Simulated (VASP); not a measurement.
# Ni (P6_3/mmc) in VASP: a series of runs, part 2 of 2

VASP 6.6.1. Earlier steps stand in the parts before.

## 4. Single point, RPBE, collinear spin, ferromagnetic start (volume scaled by 0.92)

INCAR

```
ALGO = Normal ; EDIFF = 1E-6
ENCUT = 520 ; GGA = RP
ISIF = 2 ; ISMEAR = -1
ISPIN = 2 ; LASPH = T
LCHARG = F ; LMAXMIX = 4
LORBIT = 11 ; LREAL = F
LWAVE = F ; MAGMOM = 0.71 0.71
NBANDS = 21 ; NELM = 150
PREC = Accurate ; SIGMA = 0.05
```

KPOINTS

```
k-points
0
Gamma
  16 16 9
```

POSCAR

```
Ni
1.0
    2.4447468594      0.0000000000      0.0000000000
   -1.2223734297      2.1172128861      0.0000000000
    0.0000000000      0.0000000000      4.0032267811
Ni
2
Direct
    0.3333333333      0.6666666667      0.2500000000
    0.6666666667      0.3333333333      0.7500000000
```

Potentials or basis: VASP PAW PBE potentials, release 64 (Ni).

On the command line:

```bash
$ cat potpaw_PBE.64/Ni/POTCAR > POTCAR
$ mpirun -np 1 vasp_std > vasp.out
```

OUTCAR:

```text
EDIFF = 1E-6
   ENCUT = 520
   GGA = RP
   ISIF = 2
   ISMEAR = -1
   ISPIN = 2
   LASPH = T
   LORBIT = 11
   LREAL = F
   NELM = 150
   PREC = Accurate

 ion  position               nearest neighbor table
   1  0.333  0.667  0.250-   2 2.45   2 2.45   2 2.45   2 2.45   2 2.45   2 2.45
   2  0.667  0.333  0.750-   1 2.45   1 2.45   1 2.45   1 2.45   1 2.45   1 2.45

  LATTYP: Found a hexagonal cell.
 ALAT       =     2.4447468594
 C/A-ratio  =     1.6374811019

  Lattice vectors:

 A1 = (   2.4447468594,   0.0000000000,   0.0000000000)
 A2 = (  -1.2223734297,   2.1172128861,   0.0000000000)
 A3 = (   0.0000000000,   0.0000000000,   4.0032267811)

Analysis of symmetry for initial positions (statically):
=====================================================================
 Subroutine PRICEL returns:
 Original cell was already a primitive cell.

 Routine SETGRP: Setting up the symmetry group for a
 hexagonal supercell.

 Subroutine GETGRP returns: Found 24 space group operations
 (whereof 12 operations were pure point group operations)
 out of a pool of 24 trial point group operations.

The static configuration has the point symmetry D_3d.
 The point group associated with its full space group is D_6h.

Analysis of symmetry for dynamics (positions and initial velocities):
=====================================================================
 Subroutine PRICEL returns:
 Original cell was already a primitive cell.

 Routine SETGRP: Setting up the symmetry group for a
 hexagonal supercell.

 Subroutine GETGRP returns: Found 24 space group operations
 (whereof 12 operations were pure point group operations)
 out of a pool of 24 trial point group operations.

The dynamic configuration has the point symmetry D_3d.
 The point group associated with its full space group is D_6h.

Analysis of structural, dynamic, and magnetic symmetry:
=====================================================================
 Subroutine PRICEL returns:
 Original cell was already a primitive cell.

[... 142 lines left out ...]
 maximum number of plane-waves:       574
   NGX =  9   NGY =  9   NGZ = 15

 number of electron      19.9999982 magnetization       1.1965014

 Free energy of the ion-electron system (eV)
  ---------------------------------------------------
  ext. energy  EPLUGINS =         0.00000000
  ---------------------------------------------------
  free energy    TOTEN  =        -9.77769483 eV

  energy without entropy =       -9.74200657  energy(sigma->0) =       -9.75985070

 E-fermi :  10.2597     XC(G=0): -13.4237

 val. band max:       10.2594526059   @ k =   0.4375   0.0000   0.3333
 cond. band min:      10.2636568232   @ k =   0.1875   0.1875   0.4444
 fundamental gap:      0.0042042174
 Fermi energy:        10.2596582109

 spin component 1

 k-point     1 :       0.0000    0.0000    0.0000
  band No.  band energies     occupation
      1       0.8933      1.00000
      2       5.1595      1.00000
      3       7.7092      1.00000
      4       7.8019      1.00000
      5       7.8019      1.00000
      6       8.0913      1.00000
[... 565 lines left out ...]
     20      39.7553      0.00000
     21      42.4778      0.00000

 [... further k-points ...]

 spin component 2

 k-point     1 :       0.0000    0.0000    0.0000
  band No.  band energies     occupation
      1       0.8404      1.00000
      2       5.5369      1.00000
      3       8.3927      1.00000
      4       8.4514      1.00000
      5       8.4514      1.00000
      6       8.7604      1.00000
[... 565 lines left out ...]
     20      39.7977      0.00000
     21      42.3885      0.00000

 [... further k-points ...]
[... 5 lines left out ...]
  --------------------------------------------------------------------------------------
  -------------------------------------------------------------------------------------
  Total        2.2280151      2.2280151      2.3785216      0.0000000      0.0000000     -0.0000000
  in kB      172.2741449    172.2741449    183.9115759      0.0000000      0.0000000     -0.0000000
  external PRESSURE =     176.1532886 kB  Pullay stress =       0.0000000 kB

 VOLUME and BASIS-vectors are now :
 -----------------------------------------------------------------------------
  energy-cutoff  :      520.00
  volume of cell :       20.72
      direct lattice vectors                 reciprocal lattice vectors
     2.444746859  0.000000000  0.000000000     0.409040305  0.236159530  0.000000000
    -1.222373430  2.117212886  0.000000000     0.000000000  0.472319060  0.000000000
     0.000000000  0.000000000  4.003226781     0.000000000  0.000000000  0.249798489

 POSITION                                       TOTAL-FORCE (eV/Angst)
 -----------------------------------------------------------------------------------
     -0.00000      1.41148      1.00081        -0.000000      0.000000      0.000000
      1.22237      0.70574      3.00242         0.000000      0.000000     -0.000000
 -----------------------------------------------------------------------------------
    total drift:                               -0.000000      0.000000     -0.000000

  FREE ENERGIE OF THE ION-ELECTRON SYSTEM (eV)
  ---------------------------------------------------
  free  energy   TOTEN  =        -9.7776948283 eV

  energy  without entropy=       -9.7420065737  energy(sigma->0) =       -9.75985070

 total charge

# of ion       s       p       d       tot
------------------------------------------
    1        0.516   0.541   8.339   9.396
    2        0.516   0.541   8.339   9.396
--------------------------------------------------
tot          1.032   1.082  16.678  18.792

 magnetization (x)

# of ion       s       p       d       tot
------------------------------------------
    1       -0.006  -0.026   0.638   0.606
    2       -0.006  -0.026   0.638   0.606
--------------------------------------------------
tot         -0.012  -0.052   1.275   1.211
```

OSZICAR:

```text
N       E                     dE             d eps       ncg     rms          rms(c)
DAV:   1     0.958154599346E+02    0.95815E+02   -0.88469E+03 13704   0.136E+03
DAV:   2    -0.615123819020E+01   -0.10197E+03   -0.94114E+02 12825   0.235E+02
DAV:   3    -0.115590083229E+02   -0.54078E+01   -0.52065E+01 14378   0.616E+01
DAV:   4    -0.116243647749E+02   -0.65356E-01   -0.65309E-01 14572   0.639E+00
DAV:   5    -0.116260710818E+02   -0.17063E-02   -0.17062E-02 14555   0.104E+00    0.143E+01
DAV:   6    -0.102883197254E+02    0.13378E+01   -0.58864E+00 14898   0.529E+01    0.786E+00
DAV:   7    -0.981444828715E+01    0.47387E+00   -0.11703E+00 14602   0.209E+01    0.304E+00
DAV:   8    -0.978190466655E+01    0.32544E-01   -0.12247E-02 18526   0.176E+00    0.132E+00
DAV:   9    -0.977837947703E+01    0.35252E-02   -0.78874E-04 19122   0.298E-01    0.362E-01
DAV:  10    -0.977771420329E+01    0.66527E-03   -0.93031E-05 19064   0.137E-01    0.802E-02
DAV:  11    -0.977769485917E+01    0.19344E-04   -0.53025E-05 18480   0.105E-01    0.281E-02
DAV:  12    -0.977769482829E+01    0.30884E-07   -0.31424E-06 15997   0.273E-02
   1 F= -.97776948E+01 E0= -.97598507E+01  d E =-.356883E-01  mag=     1.1943
```

stdout:

```text
POSCAR found type information on POSCAR Ni
 POSCAR found :  1 types and       2 ions
 scaLAPACK will be used
 -----------------------------------------------------------------------------
|                                                                             |
|                                                                             |
|     You enforced a specific xc type in the INCAR file but a different       |
|     I HOPE YOU KNOW WHAT YOU ARE DOING!                                     |
|                                                                             |
 -----------------------------------------------------------------------------

 LDA part: xc-table for (Slater+PW92), standard interpolation
 POSCAR, INCAR and KPOINTS ok, starting setup
 FFT: planning ... GRIDC
 FFT: planning ... GRID_SOFT
 FFT: planning ... GRID
 WAVECAR not read
 entering main loop
```

It took 66 s on 1 thread of Intel Xeon 6975P-C, shared host; peak memory 0.2 GiB.

What came out:

* Free energy: -9.7777 eV
* Pressure: 17.6 GPa
* Net moment: 1.20 μB per cell
* Site moments: Ni +0.61 μB
* Valence electrons inside the program's atomic spheres: Ni 9.40

Caveat: the PAW data sets were made with another functional, which shifts forces and pressure a little.

## 5. Single point, RPBE, collinear spin, ferromagnetic start (volume scaled by 0.96)

INCAR

```
PREC = Accurate
ENCUT = 520
EDIFF = 1E-6
ISMEAR = -1
SIGMA = 0.05
LREAL = F
LASPH = T
NELM = 150
ALGO = Normal
ISIF = 2
LWAVE = F
LCHARG = T
ISPIN = 2
MAGMOM = 0.71 0.71
LORBIT = 11
LMAXMIX = 4
GGA = RP
LELF = T
LVHAR = T
NBANDS = 21
```

KPOINTS

```
Automatic mesh
0
Gamma
  16 16 9
```

POSCAR

```
Ni
1.0
    2.4796765337      0.0000000000      0.0000000000
   -1.2398382669      2.1474628714      0.0000000000
    0.0000000000      0.0000000000      4.0604234627
Ni
2
Direct
    0.3333333333      0.6666666667      0.2500000000
    0.6666666667      0.3333333333      0.7500000000
```

On the command line:

```bash
$ cat potpaw_PBE.64/Ni/POTCAR > POTCAR
$ mpirun -np 1 vasp_std > vasp.out
```

Wall time 80 s (1 thread of Intel Xeon 6975P-C, shared host); peak memory 0.21 GiB.

Results (log left out):

```
Free energy                                           : -9.8480 eV
Pressure                                              : 7.6 GPa
Net moment                                            : 1.23 μB per cell
Site moments                                          : Ni +0.63 μB
Valence electrons inside the program's atomic spheres : Ni 9.31
```

Stress tensor (GPa, compression positive):
```
7.30 0.00 0.00
0.00 7.30 0.00
0.00 0.00 8.23
```

Levels at points of the mesh, in eV from the Fermi level:
Spin up:
| k point | band 9 | band 10 | band 11 | band 12 | band 13 | band 14 |
| --- | --- | --- | --- | --- | --- | --- |
| (0.00, 0.00, 0.00) | -1.69 | -0.74 | -0.74 | -0.36 | 5.68 | 22.59 |
| (0.50, 0.00, 0.00) | -0.56 | -0.51 | 1.15 | 3.05 | 9.36 | 9.94 |
Spin down:
```csv
k point,band 5,band 6,band 7,band 8,band 9,band 10,band 11,band 12,band 13,band 14
"(0.00, 0.00, 0.00)",-1.69,-1.40,-1.40,-1.01,-1.01,-0.44,-0.02,-0.02,6.07,22.42
"(0.50, 0.00, 0.00)",-1.80,-1.75,-1.38,0.13,0.17,0.26,1.61,3.41,9.46,10.03
```

Caveat: the PAW data sets were made with another functional, which shifts forces and pressure a little.

## 6. Single point, RPBE, collinear spin, ferromagnetic start

INCAR

```
PREC = Accurate
ENCUT = 520
EDIFF = 1E-7
ISMEAR = -1
SIGMA = 0.05
LREAL = False
LASPH = True
NELM = 150
ALGO = Normal
ISIF = 2
LWAVE = False
LCHARG = True
ISPIN = 2
MAGMOM = 0.71 0.71
LORBIT = 11
LMAXMIX = 4
GGA = RP
LELF = True
LVHAR = True
NBANDS = 21
```

KPOINTS

```
regular mesh
0
Gamma
  16 16 9
```

POSCAR

```
Ni
1.0
    2.5136489270      0.0000000000      0.0000000000
   -1.2568244635      2.1768838270      0.0000000000
    0.0000000000      0.0000000000      4.1160526146
Ni
2
Direct
    0.3333333333      0.6666666667      0.2500000000
    0.6666666667      0.3333333333      0.7500000000
```

Potentials or basis: VASP PAW PBE potentials, release 64 (Ni).

On the command line:

```bash
$ cat potpaw_PBE.64/Ni/POTCAR > POTCAR
$ mpirun -np 1 vasp_std > vasp.out
```

Wall time 1.9 min (1 thread of Intel Xeon 6975P-C, shared host); peak memory 0.22 GiB.

It converged, with:

| Property | Result |
| --- | --- |
| Free energy | -9.8688 eV |
| Pressure | 0.0 GPa |
| Net moment | 1.29 μB per cell |
| Site moments | Ni +0.66 μB |
| Valence electrons inside the program's atomic spheres | Ni 9.24 |

Stress tensor (GPa, compression positive):
```
-0.22  0.00  0.00
 0.00 -0.22  0.00
 0.00  0.00  0.41
```

Levels at points of the mesh, in eV from the Fermi level:
Spin up:
```csv
k point,band 8,band 9,band 10,band 11,band 12,band 13,band 14,band 15
"(0.00, 0.00, 0.00)",-1.65,-1.65,-0.76,-0.76,-0.28,5.38,22.24,23.87
"(0.50, 0.00, 0.00)",-0.67,-0.59,-0.55,1.08,2.89,9.10,9.61,12.07
```
Spin down:
```
           k point  band 5  band 6  band 7  band 8  band 9  band 10  band 11  band 12  band 13  band 14
(0.00, 0.00, 0.00)   -1.58   -1.31   -1.31   -0.95   -0.95    -0.37    -0.01    -0.01     5.79    22.06
(0.50, 0.00, 0.00)   -1.68   -1.64   -1.29    0.13    0.17     0.25     1.55     3.27     9.19     9.70
```

Caveat: the PAW data sets were made with another functional, which shifts forces and pressure a little.

## 7. Summary

```tsv
spin	cell	k mesh	gap on the mesh (eV)	pressure (GPa)	moment (μB)
collinear, antiferromagnetic start	a = 2.514, b = 2.514, c = 4.116 Å, angles 90.0, 90.0, 120.0°, 2 atoms	14 × 14 × 8	none	-0.7	0.00
collinear, ferromagnetic start	a = 2.409, b = 2.409, c = 3.944 Å, angles 90.0, 90.0, 120.0°, 2 atoms	16 × 16 × 9	none	30.3	1.17
collinear, ferromagnetic start	a = 2.445, b = 2.445, c = 4.003 Å, angles 90.0, 90.0, 120.0°, 2 atoms	16 × 16 × 9	none	17.6	1.20
collinear, ferromagnetic start	a = 2.480, b = 2.480, c = 4.060 Å, angles 90.0, 90.0, 120.0°, 2 atoms	16 × 16 × 9	none	7.6	1.23
collinear, ferromagnetic start	a = 2.514, b = 2.514, c = 4.116 Å, angles 90.0, 90.0, 120.0°, 2 atoms	16 × 16 × 9	none	0.0	1.29
```

Alike in all rows: task single point; level RPBE; potentials or basis VASP PAW PBE potentials, release 64 (Ni); cutoff (eV) 520; smearing fermi-dirac 0.05 eV.

Caveats: the PAW data sets were made with another functional, which shifts forces and pressure a little.

Total energies depend on the potentials used, so only differences within one code and one set of settings carry meaning.
